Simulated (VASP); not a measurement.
# BN (d3) (F-43m) in VASP: further runs

BN (d3) is run at these levels: PBE+D3(BJ); tasks: single point, relaxation of cell and atoms.

Program: VASP 6.6.1. These are calculated values, not measurements. Logs are shortened: lines on timing, memory, paths and dates and some standing lists are left out, and cuts for length are marked.

### Step 1. The cell of the first run

It takes space group F-43m (No. 216, cubic). Conventional cell: a = 3.626 Å, b = 3.626 Å, c = 3.626 Å, α = 90.00°, β = 90.00°, γ = 90.00°. B (site symmetry -43m) has 4 N at 1.57 Å within 2.1 Å. Within 2.1 Å of N (site symmetry -43m) lie 4 B at 1.57 Å.

### Step 2. Single point, PBE+D3(BJ)

INCAR

```
SYSTEM = BN
  PREC = Accurate
  ENCUT = 600
  EDIFF = 1E-6
  ISMEAR = 0
  SIGMA = 0.1
  LREAL = .FALSE.
  LASPH = .TRUE.
  NELM = 120
  ALGO = Normal
  ISIF = 2
  LWAVE = .FALSE.
  LCHARG = .FALSE.
  GGA = PE
  IVDW = 12
  NBANDS = 11
  GGA_COMPAT = .FALSE.
```

KPOINTS

```
regular mesh
0
G
  8 8 8
  0 0 0
```

POSCAR

```
BN
1.0
    0.0000000000      1.8130010000      1.8130010000
    1.8130010000      0.0000000000      1.8130010000
    1.8130010000      1.8130010000      0.0000000000
B N
1 1
Direct
    0.0000000000      0.0000000000      0.0000000000
    0.2500000000      0.2500000000      0.2500000000
```

Potentials or basis: VASP PAW PBE potentials, release 64 (B, N).

Command:

```bash
cat potpaw_PBE.64/B/POTCAR potpaw_PBE.64/N/POTCAR > POTCAR
mpirun -np 1 vasp_std > vasp.out
```

OUTCAR:

```text
SYSTEM = BN
   PREC = Accurate
   ENCUT = 600
   EDIFF = 1E-6
   ISMEAR = 0
   LREAL = .FALSE.
   LASPH = .TRUE.
   NELM = 120
   ISIF = 2
   GGA = PE
   IVDW = 12
 IVDW          = 12

 ion  position               nearest neighbor table
   1  0.000  0.000  0.000-   2 1.57   2 1.57   2 1.57   2 1.57
   2  0.250  0.250  0.250-   1 1.57   1 1.57   1 1.57   1 1.57

  LATTYP: Found a face centered cubic cell.
 ALAT       =     3.6260020000

  Lattice vectors:

 A1 = (   0.0000000000,   1.8130010000,   1.8130010000)
 A2 = (   1.8130010000,   0.0000000000,   1.8130010000)
 A3 = (   1.8130010000,   1.8130010000,   0.0000000000)

Analysis of symmetry for initial positions (statically):
=====================================================================
 Subroutine PRICEL returns:
 Original cell was already a primitive cell.

 Routine SETGRP: Setting up the symmetry group for a
 face centered cubic supercell.

 Subroutine GETGRP returns: Found 24 space group operations
 (whereof 24 operations were pure point group operations)
 out of a pool of 48 trial point group operations.

The static configuration has the point symmetry T_d .

Analysis of symmetry for dynamics (positions and initial velocities):
=====================================================================
 Subroutine PRICEL returns:
 Original cell was already a primitive cell.

 Routine SETGRP: Setting up the symmetry group for a
 face centered cubic supercell.

 Subroutine GETGRP returns: Found 24 space group operations
 (whereof 24 operations were pure point group operations)
 out of a pool of 48 trial point group operations.

The dynamic configuration has the point symmetry T_d .

 Subroutine INISYM returns: Found 24 space group operations
 (whereof 24 operations are pure point group operations),
 and found     1 'primitive' translations

----------------------------------------------------------------------------------------

                                     Primitive cell

  volume of cell :      11.9186

  direct lattice vectors                    reciprocal lattice vectors
     0.000000000  1.813001000  1.813001000    -0.275785838  0.275785838  0.275785838
     1.813001000  0.000000000  1.813001000     0.275785838 -0.275785838  0.275785838
     1.813001000  1.813001000  0.000000000     0.275785838  0.275785838 -0.275785838

  length of vectors
     2.563970603  2.563970603  2.563970603     0.477675083  0.477675083  0.477675083

  position of ions in fractional coordinates (direct lattice)
     0.000000000  0.000000000  0.000000000
     0.250000000  0.250000000  0.250000000

  ion indices of the primitive-cell ions
   primitive index   ion index
                 1           1
                 2           2

----------------------------------------------------------------------------------------

 KPOINTS: regular mesh

Automatic generation of k-mesh.
 Grid dimensions read from file:
 generate k-points for:    8    8    8

 Generating k-lattice:

  Cartesian coordinates                     Fractional coordinates (reciprocal lattice)
    -0.034473230  0.034473230  0.034473230     0.125000000  0.000000000  0.000000000
     0.034473230 -0.034473230  0.034473230     0.000000000  0.125000000  0.000000000
     0.034473230  0.034473230 -0.034473230     0.000000000  0.000000000  0.125000000

  Length of vectors
     0.059709385  0.059709385  0.059709385

  Shift w.r.t. Gamma in fractional coordinates (k-lattice)
     0.000000000  0.000000000  0.000000000

 Subroutine IBZKPT returns following result:
 ===========================================

 Found     29 irreducible k-points:

 Following reciprocal coordinates:
            Coordinates               Weight
  0.000000  0.000000  0.000000      1.000000
  0.125000  0.000000  0.000000      8.000000
  0.250000  0.000000  0.000000      8.000000
  0.375000  0.000000  0.000000      8.000000
  0.500000  0.000000  0.000000      4.000000
  0.125000  0.125000  0.000000      6.000000
[... 16 lines left out ...]
  0.500000  0.250000  0.125000     48.000000
 -0.375000  0.250000  0.125000     24.000000
 [... further k-points ...]
   k-points           NKPTS =     29   k-points in BZ     NKDIM =     29   number of bands    NBANDS=     11
   number of dos      NEDOS =    301   number of ions     NIONS =      2
   total plane-waves  NPLWV =   8000
   dimension x,y,z NGX =    20 NGY =   20 NGZ =   20
   dimension x,y,z NGXF=    40 NGYF=   40 NGZF=   40
   ions per type =               1   1
   NGX,Y,Z   is equivalent  to a cutoff of  12.97, 12.97, 12.97 a.u.
   NGXF,Y,Z  is equivalent  to a cutoff of  25.94, 25.94, 25.94 a.u.
 SYSTEM =  BN
   PREC   = accura    normal or accurate (medium, high low for compatibility)
   ISTART =      0    job   : 0-new  1-cont  2-samecut
   ICHARG =      2    charge: 1-file 2-atom 10-const
   ISPIN  =      1    spin polarized calculation?
   LNONCOLLINEAR =      F non collinear calculations
   LSORBIT =      F    spin-orbit coupling
   LASPH  =      T    aspherical Exc in radial PAW
   ENCUT  =  600.0 eV  44.10 Ry    6.64 a.u.   5.12  5.12  5.12*2*pi/ulx,y,z
   NELM   =    120;   NELMIN=  2; NELMDL= -5     # of ELM steps
   EDIFF  = 0.1E-05   stopping-criterion for ELM
   LREAL  =      F    real-space projection
   EDIFFG = 0.1E-04   stopping-criterion for IOM
   NSW    =      0    number of steps for IOM
   IBRION =     -1    ionic relax: 0-MD 1-quasi-New 2-CG
   NFREE  =      0    steps in history (QN), initial steepest desc. (CG)
   ISIF   =      2    stress and relaxation
   ISYM   =      2    0-nonsym 1-usesym 2-fastsym
   POTIM  = 0.5000    time-step for ionic-motion
   TEBEG  =    0.0;   TEEND  =   0.0 temperature during run
   PSTRESS=    0.0 pullay stress
   NELECT =       8.0000    total number of electrons
   NUPDOWN=      -1.0000    fix difference up-down
   EMIN   =  10.00;   EMAX   =-10.00  energy-range for DOS
   EFERMI =   0.00;   METHOD = LEGACY
   ISMEAR =     0;   SIGMA  =   0.10  broadening in eV -4-tet -1-fermi 0-gaus
   EFERMI_NEDOS =   21; number of points for ismear=-14 and -15
   IALGO  =     38    algorithm
   IMIX   =      4    mixing-type and parameters
     AMIX     =   0.40;   BMIX     =  1.00
     AMIX_MAG =   1.60;   BMIX_MAG =  1.00
  volume/ion in A,a.u.               =       5.96        40.22
  Fermi-wavevector in a.u.,A,eV,Ry     =   1.433387  2.708709 27.954506  2.054598
  Thomas-Fermi vector in A             =   2.552911
   LORBIT       =      0    0 simple, 1 ext, 2 COOP (PROOUT), +10 PAW based schemes
   GGA     = PE    functional components
   LHFCALC =     F    Hartree Fock is set to
   AEXX    =    0.0000 exact exchange contribution
   IVDW    =    12    specifies the selected vdW correction
   LEPSILON=     F    determine dielectric tensor
   LRPA    =     F    only Hartree local field effects (RPA)
 non-spin polarized calculation
 Gauss-broadening in eV      SIGMA  =   0.10
  energy-cutoff  :      600.00
  volume of cell :       11.92
 maximum number of plane-waves:       415
   NGX = 11   NGY = 11   NGZ = 11

 number of electron       7.9999999 magnetization

 Free energy of the ion-electron system (eV)
  ---------------------------------------------------
  ext. energy  EPLUGINS =         0.00000000
  ---------------------------------------------------
  free energy    TOTEN  =       -17.45433445 eV

  energy without entropy =      -17.45433445  energy(sigma->0) =      -17.45433445

 E-fermi :   7.6965     XC(G=0): -12.7771

 val. band max:        7.2909231329   @ k =   0.0000   0.0000   0.0000
 cond. band min:      11.7405211618   @ k =   0.5000   0.5000   0.0000
 fundamental gap:      4.4495980288
 Fermi energy:         7.6965014560

 k-point     1 :       0.0000    0.0000    0.0000
  band No.  band energies     occupation
      1     -12.8367      2.00000
      2       7.2909      2.00000
      3       7.2909      2.00000
      4       7.2909      2.00000
      5      16.0671      0.00000
      6      16.0671      0.00000
      7      16.0671      0.00000
      8      17.4929      0.00000
      9      31.8722      0.00000
     10      34.9463      0.00000
     11      34.9463      0.00000

 k-point     2 :       0.1250    0.0000    0.0000
  band No.  band energies     occupation
      1     -12.4606      2.00000
      2       5.4268      2.00000
      3       6.9146      2.00000
      4       6.9146      2.00000
      5      16.4111      0.00000
      6      16.6323      0.00000
      7      16.6323      0.00000
      8      18.6895      0.00000
      9      31.4575      0.00000
     10      31.8523      0.00000
     11      31.8523      0.00000

 k-point     3 :       0.2500    0.0000    0.0000
  band No.  band energies     occupation
      1     -11.3697      2.00000
      2       1.8485      2.00000
      3       6.1735      2.00000
      4       6.1735      2.00000
      5      16.8420      0.00000
      6      17.5742      0.00000
      7      17.5742      0.00000
      8      20.7416      0.00000
      9      30.6253      0.00000
     10      30.8041      0.00000
     11      30.8041      0.00000

 k-point     4 :       0.3750    0.0000    0.0000
  band No.  band energies     occupation
      1      -9.7614      2.00000
      2      -1.5751      2.00000
      3       5.5826      2.00000
      4       5.5826      2.00000
      5      17.1882      0.00000
      6      17.9396      0.00000
      7      17.9396      0.00000
      8      22.0463      0.00000
      9      30.4149      0.00000
     10      32.3093      0.00000
     11      32.3093      0.00000
[... 239 lines left out ...]
 k-point    22 :       0.3750    0.2500    0.1250
  band No.  band energies     occupation
      1     -10.4406      2.00000
      2       1.6211      2.00000
      3       3.3864      2.00000
      4       5.2857      2.00000
      5      15.8112      0.00000
      6      19.0746      0.00000
      7      19.7951      0.00000
      8      20.5232      0.00000
      9      26.6769      0.00000
     10      32.8496      0.00000
     11      34.4646      0.00000

 k-point    23 :       0.5000    0.2500    0.1250
  band No.  band energies     occupation
      1      -8.9400      2.00000
      2      -0.8749      2.00000
      3       2.5743      2.00000
      4       4.3693      2.00000
      5      16.6341      0.00000
      6      18.5851      0.00000
      7      20.9057      0.00000
      8      21.8327      0.00000
      9      27.2820      0.00000
     10      32.3675      0.00000
     11      34.6308      0.00000

 k-point    24 :      -0.3750    0.2500    0.1250
  band No.  band energies     occupation
      1      -7.9680      2.00000
      2      -2.3286      2.00000
      3       2.4995      2.00000
      4       3.8733      2.00000
      5      16.8439      0.00000
      6      18.3804      0.00000
      7      21.5426      0.00000
      8      22.9453      0.00000
      9      26.6579      0.00000
     10      32.9749      0.00000
     11      34.6237      0.00000

 [... further k-points ...]

------------------------ aborting loop because EDIFF is reached ----------------------------------------

 Edisp (eV)   -0.41457

 E8    (eV) :    -0.1226

  FORCE on cell =-STRESS in cart. coord.  units (eV):
  Direction    XX          YY          ZZ          XY          YZ          ZX
  --------------------------------------------------------------------------------------
  -------------------------------------------------------------------------------------
  Total      -0.44691    -0.44691    -0.44691    -0.00000    -0.00000     0.00000
  in kB     -60.07738   -60.07738   -60.07738    -0.00000    -0.00000     0.00000
  external pressure =      -60.08 kB  Pullay stress =        0.00 kB

 VOLUME and BASIS-vectors are now :
 -----------------------------------------------------------------------------
  energy-cutoff  :      600.00
  volume of cell :       11.92
      direct lattice vectors                 reciprocal lattice vectors
     0.000000000  1.813001000  1.813001000    -0.275785838  0.275785838  0.275785838
     1.813001000  0.000000000  1.813001000     0.275785838 -0.275785838  0.275785838
     1.813001000  1.813001000  0.000000000     0.275785838  0.275785838 -0.275785838

 POSITION                                       TOTAL-FORCE (eV/Angst)
 -----------------------------------------------------------------------------------
      0.00000      0.00000      0.00000        -0.000000      0.000000     -0.000000
      0.90650      0.90650      0.90650         0.000000     -0.000000      0.000000
 -----------------------------------------------------------------------------------
    total drift:                                0.000000      0.000000      0.000000

  FREE ENERGIE OF THE ION-ELECTRON SYSTEM (eV)
  ---------------------------------------------------
  free  energy   TOTEN  =       -17.8689025780 eV

  energy  without entropy=      -17.8689025780  energy(sigma->0) =      -17.86890258
```

Wall time 7.8 s (1 thread of Intel Xeon 8259CL, shared host); peak memory 0.13 GiB.

Results:

```
Free energy                : -17.8689 eV
Pressure                   : -6.0 GPa
Band gap on the k mesh     : 4.45 eV, indirect (least direct gap 8.78 eV)
Dispersion energy per atom : -0.207 eV
```

A k mesh can miss the band edges.

### Step 3. Single point, PBE+D3(BJ)

This run uses another cell than the first one, of 5.86 Å³/atom, 0.983 times its volume.

INCAR

```
ALGO     = Normal         # electronic algorithm
EDIFF    = 1E-6           # SCF threshold, eV
ENCUT    = 600            # plane-wave cutoff, eV
GGA      = PE             # functional
GGA_COMPAT= F            
ISIF     = 2              # what is computed and relaxed
ISMEAR   = 0              # smearing method
IVDW     = 12             # dispersion correction
LASPH    = T              # aspherical terms in the spheres
LCHARG   = F              # write CHGCAR
LREAL    = F              # projectors in reciprocal space
LWAVE    = F              # write WAVECAR
NBANDS   = 11             # bands
NELM     = 120            # most SCF steps
PREC     = Accurate       # precision mode
SIGMA    = 0.02           # smearing width, eV
```

KPOINTS

```
k-points
0
Gamma
  12 12 12
```

POSCAR

```
BN
1.0
    0.0000000000      1.8029365867      1.8029365867
    1.8029365867      0.0000000000      1.8029365867
    1.8029365867      1.8029365867      0.0000000000
B N
1 1
Direct
    0.0000000000      0.0000000000      0.0000000000
    0.2500000000      0.2500000000      0.2500000000
```

Potentials or basis: VASP PAW PBE potentials, release 64 (B, N).

Command:

```bash
cat potpaw_PBE.64/B/POTCAR potpaw_PBE.64/N/POTCAR > POTCAR
mpirun -np 1 vasp_std > vasp.out
```

Wall time 15 s (1 thread of Intel Xeon 8259CL, shared host); peak memory 0.14 GiB.

It converged, with:

```yaml
Free_energy: -17.8722 eV
Pressure: 0.2 GPa
Band_gap_on_the_k_mesh: 4.47 eV, indirect (least direct gap 8.86 eV)
Dispersion_energy_per_atom: -0.211 eV
```

Levels at points of the mesh, in eV from the valence-band top:
```tsv
k point	band 2	band 3	band 4	band 5	band 6	band 7
(0.00, 0.00, 0.00)	0.00	0.00	0.00	8.86	8.86	8.86
(0.50, 0.00, 0.00)	-10.76	-1.95	-1.95	10.24	10.75	10.75
(0.50, 0.50, 0.00)	-8.97	-4.94	-4.94	4.47	9.27	18.03
```

A k mesh can miss the band edges. Expect the measured gap to be larger: semilocal functionals such as PBE lack the derivative discontinuity.

### Step 4. Relaxation of cell and atoms, PBE+D3(BJ)

INCAR

```
SYSTEM = BN
PREC = Accurate
ENCUT = 600
EDIFF = 1E-7
ISMEAR = 0
SIGMA = 0.02
LREAL = .FALSE.
LASPH = .TRUE.
NELM = 120
ALGO = Normal
ISIF = 3
LWAVE = .FALSE.
LCHARG = .FALSE.
GGA = PE
IVDW = 12
IBRION = 2
NSW = 100
EDIFFG = -0.002
GGA_COMPAT = .FALSE.
NELMIN = 4
```

KPOINTS

```
regular mesh
0
G
  12 12 12
  0 0 0
```

POSCAR

```
BN
1.0
    0.0000000000      1.8130010000      1.8130010000
    1.8130010000      0.0000000000      1.8130010000
    1.8130010000      1.8130010000      0.0000000000
B N
1 1
Direct
    0.0000000000      0.0000000000      0.0000000000
    0.2500000000      0.2500000000      0.2500000000
```

Command:

```bash
cat potpaw_PBE.64/B/POTCAR potpaw_PBE.64/N/POTCAR > POTCAR
mpirun -np 1 vasp_std > vasp.out
```

Wall time 27 s (1 thread of Intel Xeon 8259CL, shared host); peak memory 0.14 GiB.

The run converged. Its results:

```yaml
Free_energy: -17.8729 eV
Relaxed_volume: 5.86 Å³/atom
Relaxed_cell: a = 2.550 Å, b = 2.550 Å, c = 2.550 Å, α = 60.00°, β = 60.00°, γ = 60.00°
Space_group_after_relaxing_to_0.05_Å: F-43m (No. 216)
Energy_gained_by_relaxing: 1.8 meV/atom
Ionic_steps: 3
Pressure_after_relaxing: 0.0 GPa
Band_gap_on_the_k_mesh: 4.47 eV, indirect (least direct gap 8.85 eV)
Dispersion_energy_per_atom: -0.211 eV
```

Step by step:
| step | energy change (eV) | largest force (eV/Å) | pressure (GPa) | volume (Å³) |
| --- | --- | --- | --- | --- |
| 1 | 0.0000 | 0.0000 | -6.02 | 11.92 |
| 2 | 0.0001 | 0.0000 | 6.47 | 11.54 |
| 3 | -0.0037 | 0.0000 | -0.01 | 11.73 |

Final structure:
```
B N
1.0
     0.00000    1.80324    1.80324
     1.80324    0.00000    1.80324
     1.80324    1.80324    0.00000
B N
1 1
Direct
  0.00000 0.00000 0.00000
  0.25000 0.25000 0.25000
```

Levels at points of the mesh, in eV from the valence-band top:
| k point | band 2 | band 3 | band 4 | band 5 | band 6 | band 7 |
| --- | --- | --- | --- | --- | --- | --- |
| (0.00, 0.00, 0.00) | 0.00 | 0.00 | 0.00 | 8.85 | 8.85 | 8.85 |
| (0.50, 0.00, 0.00) | -10.76 | -1.95 | -1.95 | 10.24 | 10.74 | 10.74 |
| (0.50, 0.50, 0.00) | -8.96 | -4.94 | -4.94 | 4.47 | 9.27 | 18.03 |

### Step 5. The runs side by side

| task | cell | k mesh | smearing | gap on the mesh (eV) | pressure (GPa) |
| --- | --- | --- | --- | --- | --- |
| single point | a = 2.564 Å, angles 60.0°, 2 atoms | 8 × 8 × 8 | gaussian 0.1 eV | 4.45 | -6.0 |
| single point | a = 2.550 Å, angles 60.0°, 2 atoms | 12 × 12 × 12 | gaussian 0.02 eV | 4.47 | 0.2 |
| relaxation of cell and atoms | relaxed from a = 2.564 Å, angles 60.0°, 2 atoms | 12 × 12 × 12 | gaussian 0.02 eV | 4.47 | 0.0 |

Alike in all rows: level PBE+D3(BJ); potentials or basis VASP PAW PBE potentials, release 64 (B, N); no spin polarisation; cutoff (eV) 600.

Total energies depend on the potentials used, so only differences within one code and one set of settings carry meaning.
